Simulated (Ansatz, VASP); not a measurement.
# One calculation of MnO, two programs

```xyz
2
Lattice="0.0000 2.1695 2.1695 2.1695 0.0000 2.1695 2.1695 2.1695 0.0000" Properties=species:S:1:pos:R:3 pbc="T T T"
Mn    0.0000    0.0000    0.0000
O     2.1695    2.1695    2.1695
```

Alike in both runs: functional PBEsol; k mesh 16 × 16 × 16; occupations gaussian, width 0.1 eV; collinear spin.

Ansatz relaxed the structure, and its values are those at the end. VASP's run is a single point on that final structure, the one shown.

|  | VASP | Ansatz |
| --- | --- | --- |
| version | VASP 6.6.1 | Ansatz 0.2.0 |
| potentials or method | VASP PAW PBE potentials, release 64 (Mn_pv, O), cutoff 520 eV | scalar-relativistic, plane waves, PAW |
| valence electrons in the cell | 19 | 21 |

Ansatz gave:

* gap on the k mesh at the Fermi level (eV): none
* pressure (GPa): 0.0
* net moment per atom (μB): 2.26
* size of the moment on the site where the two differ most (μB): 3.82

**Question.** Estimate VASP's values.

**Answer.** gap on the k mesh at the Fermi level (eV): none; pressure (GPa): 0.5; net moment per atom (μB): 2.26; size of the moment on the site where the two differ most (μB): 4.13.

VASP's potentials were made for PBE, not for PBEsol. Site moments also hang on the region over which each program counts them. A gap of «none» marks a metal or a gap that the smearing closes. VASP's potentials hold 19 valence electrons a cell and Ansatz's 21, so a difference there can come from the potentials and not from the codes.
